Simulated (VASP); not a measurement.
Here is a VASP 6.6.1 calculation.

Contents of INCAR:

```
SYSTEM = CaO
PREC     = Accurate       ! precision mode
ENCUT    = 520            ! plane-wave cutoff, eV
EDIFF    = 1E-8           ! SCF threshold, eV
ISMEAR   = 0              ! smearing method
SIGMA    = 0.01           ! smearing width, eV
LREAL    = .False.        ! projectors in reciprocal space
LASPH    = .True.         ! aspherical terms in the spheres
NELM     = 80             ! most SCF steps
ALGO     = Normal         ! electronic algorithm
ISIF     = 2              ! what is computed and relaxed
LWAVE    = .False.        ! write WAVECAR
LCHARG   = .False.        ! write CHGCAR
METAGGA  = R2SCAN         ! meta-GGA
LMIXTAU  = .True.       
LCALCEPS = .True.
```

File KPOINTS:

```
regular mesh
0
Gamma
  8 8 8
  0 0 0
```

Contents of POSCAR:

```
CaO
1.0
    0.0000000000      2.4694766170      2.4694766170
    2.4694766170      0.0000000000      2.4694766170
    2.4694766170      2.4694766170      0.0000000000
Ca O
1 1
Direct
    0.0000000000      0.0000000000      0.0000000000
    0.5000000000      0.5000000000      0.5000000000
```

Potentials or basis: VASP PAW PBE potentials, release 64 (Ca_sv, O).

The run is started by

```bash
$ cat potpaw_PBE.64/Ca_sv/POTCAR potpaw_PBE.64/O/POTCAR > POTCAR
$ mpirun -np 1 vasp_std > vasp.out
```

(1) What does it give for the electronic dielectric tensor (diagonal)?

(2) Estimate the Born charges (mean of the diagonal).

(3) Estimate the band gap on the k mesh.

Answers

(1) 3.47.

(2) Ca +2.29; O -2.29 e.

(3) 4.19 eV (least direct gap 4.58 eV).

Caveat: the cell differs from its parent crystal (strain +3.0%).
